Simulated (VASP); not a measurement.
Write the native input for VASP 6.6.1 that does the following.

```
Task                   : single point
Functional             : pbe exchange, lyp correlation
Potentials or basis    : VASP PAW PBE potentials, release 64 (Pb_d)
Cutoff                 : 500 eV
k mesh                 : 9 × 9 × 9
Occupations            : tetrahedron
Spin                   : collinear spin, zero start
Starting moments       : [0.0] μB
Fixed moment           : 0 μB
Dipole correction      : no
Further INCAR settings : ALGO = Normal; EDIFF = 1e-06; NBANDS = 17
```

The structure of Pb lies in POSCAR:

```
Pb
1.0
    0.0000000000      2.5235621278      2.5235621278
    2.5235621278      0.0000000000      2.5235621278
    2.5235621278      2.5235621278      0.0000000000
Pb
1
Direct
    0.0000000000      0.0000000000      0.0000000000
```

These files were run (other wordings do the same):

INCAR

```
ALGO     = Normal         # electronic algorithm
EDIFF    = 1E-6           # SCF threshold, eV
ENCUT    = 500            # plane-wave cutoff, eV
GGA      = LIBXC          # functional
GGA_COMPAT= False        
ISIF     = 2              # what is computed and relaxed
ISMEAR   = -5             # smearing method
ISPIN    = 2              # spin polarisation
LASPH    = True           # aspherical terms in the spheres
LCHARG   = False          # write CHGCAR
LIBXC1   = GGA_X_PBE    
LIBXC2   = GGA_C_LYP    
LORBIT   = 11             # projections on sites
LREAL    = False          # projectors in reciprocal space
LWAVE    = False          # write WAVECAR
MAGMOM   = 0              # initial moments
NBANDS   = 17             # bands
NELM     = 200            # most SCF steps
NUPDOWN  = 0.0            # fixed moment
PREC     = Accurate       # precision mode
SIGMA    = 0.05           # smearing width, eV
```

KPOINTS

```
k-points
0
Gamma
  9 9 9
```

Potentials or basis: VASP PAW PBE potentials, release 64 (Pb_d).

The run is started by

```sh
$ cat potpaw_PBE.64/Pb_d/POTCAR > POTCAR
$ mpirun -np 1 vasp_std > vasp.out
```

It gave:

```json
{"Pressure": "3.3 GPa", "Net moment": "0.00 μB per cell", "Valence electrons inside the program's atomic spheres": "Pb 11.96"}
```

Caveat: the cell stands under pressure; the PAW data sets were made with another functional, which shifts forces and pressure a little; the total moment is fixed, so each spin has its own Fermi level.

Wall time 19 s on 1 thread of Intel(R) Xeon(R) 6975P-C (Granite Rapids), with other jobs on the host, peak memory 0.18 GiB.
